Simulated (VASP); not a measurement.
# Si8N in VASP: a series of runs

Runs on Si8N. Level: PBE. Tasks: single point.

Program: VASP 6.6.1. These are calculated values, not measurements. Logs are shortened: lines on timing, memory, paths and dates and some standing lists are left out, and cuts for length are marked.

## 1. The cell of the first run

The cell holds a slab with vacuum, 9 atoms: a = 3.851 Å, b = 6.365 Å, c = 19.753 Å, α = 90.00°, β = 90.00°, γ = 90.00°.

## 2. Single point, PBE, collinear spin, ferromagnetic start

INCAR

```
PREC = Accurate
ENCUT = 520
EDIFF = 1E-6
ISMEAR = 0
SIGMA = 0.05
LREAL = False
LASPH = True
NELM = 200
ALGO = Normal
ISIF = 2
LWAVE = False
LCHARG = False
ISPIN = 2
MAGMOM = 0 0 0 0 0 0 0 0 3
LORBIT = 11
LDIPOL = True
IDIPOL = 3
DIPOL = 0.5 0.5 0.332
GGA = PE
NBANDS = 32
GGA_COMPAT = False
NELMDL = -8
```

KPOINTS

```
Automatic mesh
0
Gamma
  7 4 1
```

POSCAR

```
Si8N
1.0
    3.8510822285      0.0000000000      0.0000000000
    0.0000000000      6.3646810443      0.0000000000
    0.0000000000      0.0000000000     19.7525435318
Si N
8 1
Direct
    0.0000000000      0.9370679282      0.2025055656
    0.0000000000      0.5629320718      0.2025055656
    0.5000000000      0.4370679282      0.2587875163
    0.5000000000      0.0629320718      0.2587875163
    0.5000000000      0.9333044702      0.3720589482
    0.5000000000      0.5666955298      0.3720589482
    0.0000000000      0.4259907587      0.4177964989
    0.0000000000      0.0740092413      0.4177964989
    0.0000000000      0.5926574254      0.4872771874
```

Potentials or basis: VASP PAW PBE potentials, release 64 (Si, N).

Started as:

```console
cat potpaw_PBE.64/Si/POTCAR potpaw_PBE.64/N/POTCAR > POTCAR
mpirun -np 1 vasp_std > vasp.out
```

OUTCAR:

```text
PREC = Accurate
   ENCUT = 520
   EDIFF = 1E-6
   ISMEAR = 0
   LREAL = False
   LASPH = True
   NELM = 200
   ISIF = 2
   ISPIN = 2
   LORBIT = 11
   GGA = PE
   NELMDL = -8

 ion  position               nearest neighbor table
   1  0.000  0.937  0.203-   4 2.36   4 2.36   2 2.38
   2  0.000  0.563  0.203-   3 2.36   3 2.36   1 2.38
   3  0.500  0.437  0.259-   2 2.36   2 2.36   4 2.38   6 2.38
   4  0.500  0.063  0.259-   1 2.36   1 2.36   3 2.38   5 2.38
   5  0.500  0.933  0.372-   8 2.31   8 2.31   6 2.33   4 2.38
   6  0.500  0.567  0.372-   7 2.31   7 2.31   5 2.33   3 2.38
   7  0.000  0.426  0.418-   9 1.73   8 2.24   6 2.31   6 2.31
   8  0.000  0.074  0.418-   7 2.24   5 2.31   5 2.31
   9  0.000  0.593  0.487-   7 1.73

  LATTYP: Found a simple orthorhombic cell.
 ALAT       =     3.8510822285
 B/A-ratio  =     1.6526993366
 C/A-ratio  =     5.1290890092

  Lattice vectors:

 A1 = (   3.8510822285,   0.0000000000,   0.0000000000)
 A2 = (   0.0000000000,   6.3646810443,   0.0000000000)
 A3 = (   0.0000000000,   0.0000000000,  19.7525435318)

Analysis of symmetry for initial positions (statically):
=====================================================================
 Subroutine PRICEL returns:
 Original cell was already a primitive cell.

 Routine SETGRP: Setting up the symmetry group for a
 simple orthorhombic supercell.

 Subroutine GETGRP returns: Found  2 space group operations
 (whereof  2 operations were pure point group operations)
 out of a pool of  8 trial point group operations.

The static configuration has the point symmetry C_1h.

Analysis of symmetry for dynamics (positions and initial velocities):
=====================================================================
 Subroutine PRICEL returns:
 Original cell was already a primitive cell.

 Routine SETGRP: Setting up the symmetry group for a
 simple orthorhombic supercell.

 Subroutine GETGRP returns: Found  2 space group operations
 (whereof  2 operations were pure point group operations)
 out of a pool of  8 trial point group operations.

The dynamic configuration has the point symmetry C_1h.

Analysis of structural, dynamic, and magnetic symmetry:
=====================================================================
 Subroutine PRICEL returns:
 Original cell was already a primitive cell.

[... 158 lines left out ...]

  energy without entropy =      -45.01685184  energy(sigma->0) =      -45.01910461

 E-fermi :  -1.5478     XC(G=0):  -4.0165

 val. band max:       -1.5505370066   @ k =   0.4286   0.0000   0.0000
 cond. band min:      -1.5172922786   @ k =   0.4286   0.5000   0.0000
 fundamental gap:      0.0332447280
 Fermi energy:        -1.5477655452

 spin component 1

 k-point     1 :       0.0000    0.0000    0.0000
  band No.  band energies     occupation
      1     -16.1905      1.00000
      2     -12.9189      1.00000
      3     -11.6484      1.00000
      4     -10.6808      1.00000
      5      -9.3038      1.00000
      6      -8.8278      1.00000
[... 385 lines left out ...]
     29       3.2394      0.00000
     30       3.3928      0.00000
 Fermi energy:        -1.5477655452

 spin component 2

 k-point     1 :       0.0000    0.0000    0.0000
  band No.  band energies     occupation
      1     -14.7648      1.00000
      2     -12.7803      1.00000
      3     -11.5854      1.00000
      4     -10.5444      1.00000
      5      -9.2643      1.00000
      6      -8.7756      1.00000
[... 385 lines left out ...]
     29       3.2591      0.00000
     30       3.4476      0.00000
 [bands above 30 left out]

------------------------ aborting loop because EDIFF is reached ----------------------------------------

 vacuum level on the upper side and lower side of the slab       (xc-potential included)         0.712        -0.598

  FORCE on cell =-STRESS in cart. coord.  units (eV):
  Direction    XX          YY          ZZ          XY          YZ          ZX
  --------------------------------------------------------------------------------------
  -------------------------------------------------------------------------------------
  Total        1.7555928      0.5544905      0.3596798      0.0000000     -0.3999238      0.0000000
  in kB        5.8096759      1.8349415      1.1902665      0.0000000     -1.3234433      0.0000000
  external PRESSURE =       2.9449613 kB  Pullay stress =       0.0000000 kB

 VOLUME and BASIS-vectors are now :
 -----------------------------------------------------------------------------
  energy-cutoff  :      520.00
  volume of cell :      484.15
      direct lattice vectors                 reciprocal lattice vectors
     3.851082229  0.000000000  0.000000000     0.259667268  0.000000000  0.000000000
     0.000000000  6.364681044  0.000000000     0.000000000  0.157117064  0.000000000
     0.000000000  0.000000000 19.752543532     0.000000000  0.000000000  0.050626391

 POSITION                                       TOTAL-FORCE (eV/Angst)
 -----------------------------------------------------------------------------------
      0.00000      5.96414      4.00000         0.000000     -0.525657      0.452756
      0.00000      3.58288      4.00000         0.000000      0.532069      0.618563
      1.92554      2.78180      5.11171         0.000000      0.026906     -0.627324
      1.92554      0.40054      5.11171         0.000000      0.037304     -0.666593
      1.92554      5.94019      7.34911         0.000000      0.043872     -0.048282
      1.92554      3.60684      7.34911         0.000000      0.218515     -0.905408
      0.00000      2.71130      8.25254         0.000000      0.883689      0.855650
      0.00000      0.47105      8.25254         0.000000     -1.282339      0.239099
      0.00000      3.77208      9.62496         0.000000      0.065641      0.081538
 -----------------------------------------------------------------------------------
    total drift:                               -0.000000      0.010828      0.000500

  FREE ENERGIE OF THE ION-ELECTRON SYSTEM (eV)
  ---------------------------------------------------
  free  energy   TOTEN  =       -45.0213573684 eV

  energy  without entropy=      -45.0168518448  energy(sigma->0) =      -45.01910461

 vacuum level on the upper side and lower side of the slab         4.808         3.402

 total charge

# of ion       s       p       d       tot
------------------------------------------
    1        0.795   0.835   0.000   1.629
    2        0.794   0.834   0.000   1.629
    3        0.760   0.897   0.000   1.657
    4        0.765   0.889   0.000   1.654
    5        0.758   0.927   0.000   1.686
    6        0.776   0.918   0.000   1.694
    7        0.755   0.996   0.000   1.751
    8        0.799   0.882   0.000   1.681
    9        1.333   2.152   0.000   3.485
--------------------------------------------------
tot          7.535   9.330   0.000  16.865

 magnetization (x)

# of ion       s       p       d       tot
------------------------------------------
    1        0.016   0.081   0.000   0.097
    2       -0.011  -0.065   0.000  -0.076
    3        0.005   0.018   0.000   0.023
    4       -0.006  -0.008   0.000  -0.013
    5        0.002   0.014   0.000   0.016
    6        0.013   0.039   0.000   0.052
    7       -0.007  -0.021   0.000  -0.029
    8       -0.013  -0.078   0.000  -0.091
    9        0.021   0.887   0.000   0.908
--------------------------------------------------
tot          0.019   0.867   0.000   0.886
```

OSZICAR:

```text
N       E                     dE             d eps       ncg     rms          rms(c)
DAV:   1     0.181328390726E+03    0.18133E+03   -0.11767E+04  1536   0.836E+02
DAV:   2    -0.204457824729E+02   -0.20177E+03   -0.19235E+03  2160   0.156E+02
DAV:   3    -0.447807269362E+02   -0.24335E+02   -0.23629E+02  2056   0.511E+01
[... 40 lines left out ...]
DAV:  44    -0.450211321265E+02   -0.57963E-03   -0.11607E-03  1840   0.822E-02    0.342E-01
DAV:  45    -0.450215680679E+02   -0.43594E-03   -0.14234E-03  1920   0.883E-02    0.291E-01
DAV:  46    -0.450214281031E+02    0.13996E-03   -0.51497E-04  1784   0.592E-02    0.295E-01
DAV:  47    -0.450213565141E+02    0.71589E-04   -0.95394E-05  1904   0.247E-02    0.297E-01
DAV:  48    -0.450213573684E+02   -0.85429E-06   -0.36266E-06  1880   0.740E-03
   1 F= -.45021357E+02 E0= -.45019105E+02  d E =-.450552E-02  mag=     1.2985
```

stdout:

```text
POSCAR found type information on POSCAR SiN
 POSCAR found :  2 types and       9 ions
 scaLAPACK will be used
 LDA part: xc-table for (Slater+PW92), standard interpolation
 POSCAR, INCAR and KPOINTS ok, starting setup
 FFT: planning ... GRIDC
 FFT: planning ... GRID_SOFT
 FFT: planning ... GRID
 WAVECAR not read
 entering main loop
```

Run time: 20 min. Hardware: 1 thread of Intel Xeon Platinum 8259CL at 2.50GHz (Skylake/Cascade Lake), shared host; peak memory 0.82 GiB.

Results:

```
Free energy                                           : -45.0214 eV
Largest force                                         : 1.304 eV/Å
Net moment                                            : 1.31 μB per cell
Site moments                                          : Si +0.10, -0.08, +0.02, -0.01, +0.05, -0.03, -0.09 (each value once); N +0.91 μB
Valence electrons inside the program's atomic spheres : Si 1.63, 1.66, 1.65, 1.69, 1.75, 1.68 (each value once); N 3.48
```

Forces in eV/Å, atoms in the order of the input:
```
Si   0.000 -0.526  0.453
Si   0.000  0.532  0.619
Si   0.000  0.027 -0.627
Si   0.000  0.037 -0.667
Si   0.000  0.044 -0.048
Si   0.000  0.219 -0.905
Si   0.000  0.884  0.856
Si   0.000 -1.282  0.239
N    0.000  0.066  0.082
```

Levels at points of the mesh, in eV from the Fermi level:
Spin up:
```tsv
k point	band 16	band 17	band 18	band 19	band 20	band 21	band 22	band 23
(0.00, 0.00, 0.00)	-0.77	-0.63	-0.55	0.08	0.39	0.84	1.65	1.86
(0.00, 0.50, 0.00)	-1.41	-1.10	-0.84	-0.38	0.14	0.89	1.45	1.95
```
Spin down:
| k point | band 15 | band 16 | band 17 | band 18 | band 19 | band 20 | band 21 | band 22 |
| --- | --- | --- | --- | --- | --- | --- | --- | --- |
| (0.00, 0.00, 0.00) | -1.26 | -0.80 | -0.27 | 0.08 | 0.37 | 0.97 | 1.31 | 1.68 |
| (0.00, 0.50, 0.00) | -1.24 | -1.08 | -0.99 | -0.11 | 0.16 | 0.96 | 1.23 | 1.51 |

## 3. Single point, PBE, collinear spin, ferromagnetic start

INCAR

```
SYSTEM = Si8N
  PREC = Accurate
  ENCUT = 520
  EDIFF = 1E-6
  ISMEAR = 0
  SIGMA = 0.05
  LREAL = .FALSE.
  LASPH = .TRUE.
  NELM = 200
  ALGO = Normal
  ISIF = 2
  LWAVE = .FALSE.
  LCHARG = .FALSE.
  ISPIN = 2
  MAGMOM = 0 0 0 0 0 0 0 0 3
  LORBIT = 11
  LDIPOL = .TRUE.
  IDIPOL = 3
  DIPOL = 0.5 0.5 0.325
  GGA = PE
  NBANDS = 32
  GGA_COMPAT = .FALSE.
  NELMDL = -8
```

KPOINTS

```
Automatic mesh
0
G
  7 4 1
  0 0 0
```

POSCAR: that of step 2 with these lines changed.

```diff
@@ -16,2 +16,2 @@
     0.0000000000      0.0740092413      0.4177964989
-    0.0000000000      0.5926574254      0.4872771874
+    0.1666666667      0.7593240921      0.4215995950
```

Potentials or basis: VASP PAW PBE potentials, release 64 (Si, N).

Started as:

```console
cat potpaw_PBE.64/Si/POTCAR potpaw_PBE.64/N/POTCAR > POTCAR
mpirun -np 1 vasp_std > vasp.out
```

OUTCAR:

```text
SYSTEM = Si8N
   PREC = Accurate
   ENCUT = 520
   EDIFF = 1E-6
   ISMEAR = 0
   LREAL = .FALSE.
   LASPH = .TRUE.
   NELM = 200
   ISIF = 2
   ISPIN = 2
   LORBIT = 11
   GGA = PE
   NELMDL = -8

 ion  position               nearest neighbor table
   1  0.000  0.937  0.203-   4 2.36   4 2.36   2 2.38
   2  0.000  0.563  0.203-   3 2.36   3 2.36   1 2.38
   3  0.500  0.437  0.259-   2 2.36   2 2.36   4 2.38   6 2.38
   4  0.500  0.063  0.259-   1 2.36   1 2.36   3 2.38   5 2.38
   5  0.500  0.933  0.372-   9 1.96   8 2.31   8 2.31   6 2.33   4 2.38
   6  0.500  0.567  0.372-   9 2.03   7 2.31   7 2.31   5 2.33   3 2.38
   7  0.000  0.426  0.418-   9 2.22   8 2.24   6 2.31   6 2.31
   8  0.000  0.074  0.418-   9 2.10   7 2.24   5 2.31   5 2.31
   9  0.167  0.759  0.422-   5 1.96   6 2.03   8 2.10   7 2.22

  LATTYP: Found a simple orthorhombic cell.
 ALAT       =     3.8510822285
 B/A-ratio  =     1.6526993366
 C/A-ratio  =     5.1290890092

  Lattice vectors:

 A1 = (   3.8510822285,   0.0000000000,   0.0000000000)
 A2 = (   0.0000000000,   6.3646810443,   0.0000000000)
 A3 = (   0.0000000000,   0.0000000000,  19.7525435318)
[... 1215 lines left out ...]
  energy-cutoff  :      520.00
  volume of cell :      484.15
      direct lattice vectors                 reciprocal lattice vectors
     3.851082229  0.000000000  0.000000000     0.259667268  0.000000000  0.000000000
     0.000000000  6.364681044  0.000000000     0.000000000  0.157117064  0.000000000
     0.000000000  0.000000000 19.752543532     0.000000000  0.000000000  0.050626391

 POSITION                                       TOTAL-FORCE (eV/Angst)
 -----------------------------------------------------------------------------------
      0.00000      5.96414      4.00000         0.034452     -0.589252      0.483403
      0.00000      3.58288      4.00000         0.012228      0.580689      0.500488
      1.92554      2.78180      5.11171        -0.049800      0.196321     -0.690385
      1.92554      0.40054      5.11171        -0.112440     -0.184383     -0.658902
      1.92554      5.94019      7.34911        -0.448072      0.117273     -0.123348
      1.92554      3.60684      7.34911        -0.532461     -0.214284     -0.069947
      0.00000      2.71130      8.25254         0.377847      1.623114      0.268884
      0.00000      0.47105      8.25254         0.236597     -1.941335      0.277474
      0.64185      4.83286      8.32766         0.481649      0.411858      0.012334
 -----------------------------------------------------------------------------------
    total drift:                               -0.000063     -0.000019     -0.000054

  FREE ENERGIE OF THE ION-ELECTRON SYSTEM (eV)
  ---------------------------------------------------
  free  energy   TOTEN  =       -45.3643313187 eV

  energy  without entropy=      -45.3563634820  energy(sigma->0) =      -45.36034740

 vacuum level on the upper side and lower side of the slab         3.512         3.647

 total charge

# of ion       s       p       d       tot
------------------------------------------
    1        0.795   0.833   0.000   1.629
    2        0.795   0.835   0.000   1.629
    3        0.768   0.882   0.000   1.650
    4        0.768   0.880   0.000   1.648
    5        0.758   0.893   0.000   1.652
    6        0.763   0.882   0.000   1.644
    7        0.809   0.836   0.000   1.645
    8        0.801   0.841   0.000   1.643
    9        1.317   2.263   0.000   3.580
--------------------------------------------------
tot          7.574   9.146   0.000  16.720

 magnetization (x)

# of ion       s       p       d       tot
------------------------------------------
    1        0.004   0.010   0.000   0.014
    2        0.009   0.038   0.000   0.048
    3        0.001   0.009   0.000   0.010
    4        0.001   0.008   0.000   0.009
    5        0.000   0.003   0.000   0.003
    6        0.001   0.007   0.000   0.008
    7        0.000   0.005   0.000   0.005
    8        0.000   0.005   0.000   0.005
    9        0.002   0.006   0.000   0.008
--------------------------------------------------
tot          0.019   0.090   0.000   0.109
```

stdout:

```text
POSCAR found type information on POSCAR SiN
 POSCAR found :  2 types and       9 ions
 scaLAPACK will be used
 LDA part: xc-table for (Slater+PW92), standard interpolation
 POSCAR, INCAR and KPOINTS ok, starting setup
 FFT: planning ... GRIDC
 FFT: planning ... GRID_SOFT
 FFT: planning ... GRID
 WAVECAR not read
 entering main loop
```

It took 17 min on 1 thread of Oxide Virtual Turin-like, shared host; peak memory 0.83 GiB.

Results:

| Item | Value |
| --- | --- |
| Free energy | -45.3643 eV |
| Largest force | 1.975 eV/Å |
| Net moment | 0.30 μB per cell |
| Site moments | Si +0.01, +0.05, +0.00 (each value once); N +0.01 μB |
| Valence electrons inside the program's atomic spheres | Si 1.63, 1.65, 1.64 (each value once); N 3.58 |

Forces on the atoms (eV/Å):
```
Si   0.034 -0.589  0.483
Si   0.012  0.581  0.500
Si  -0.050  0.196 -0.690
Si  -0.112 -0.184 -0.659
Si  -0.448  0.117 -0.123
Si  -0.532 -0.214 -0.070
Si   0.378  1.623  0.269
Si   0.237 -1.941  0.277
N    0.482  0.412  0.012
```
